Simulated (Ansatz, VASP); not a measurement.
## Cu5Mo in VASP and in Ansatz

```xyz
12
Lattice="2.6238 0.0000 0.0000 0.0000 2.6238 0.0000 0.0000 0.0000 22.0002" Properties=species:S:1:pos:R:3 pbc="T T T"
Cu    1.3119    0.0000   15.3525
Cu    0.0000    1.3119   13.6109
Cu    1.3119    0.0000   11.8701
Cu    1.3119    0.0000   18.8454
Cu    0.0000    1.3119   17.0874
Cu    0.0000    1.3119    3.1548
Cu    1.3119    0.0000    4.9128
Cu    0.0000    1.3119    6.6477
Cu    1.3119    0.0000    8.3893
Cu    0.0000    1.3119   10.1301
Mo    0.0000    1.3119   20.8313
Mo    1.3119    0.0000    1.1688
```

Alike in both runs: functional PBE; k mesh 6 × 6 × 1; occupations gaussian, width 0.2 eV; no spin polarisation.

Ansatz relaxed the structure, and its values are those at the end. VASP's run is a single point on that final structure, the one shown.

```csv
,VASP,Ansatz
version,VASP 6.6.1,Ansatz 0.2.0
potentials or method,"VASP PAW PBE potentials, release 64 (Cu, Mo_sv), cutoff 520 eV","scalar-relativistic, plane waves, PAW"
valence electrons in the cell,138,218
```

|  | VASP | Ansatz | Ansatz less VASP |
| --- | --- | --- | --- |
| gap on the k mesh at the Fermi level (eV) | none | none | - |
| pressure (GPa) | 0.3 | -0.2 | -0.52 |
| rms of the force components (eV/Å) | 0.018 | 0.013 | -0.0057 |

A gap of «none» marks a metal or a gap that the smearing closes. VASP's potentials hold 138 valence electrons a cell and Ansatz's 218, so a difference there can come from the potentials and not from the codes.

The k mesh is coarse, so the values compare programs but aren't converged.
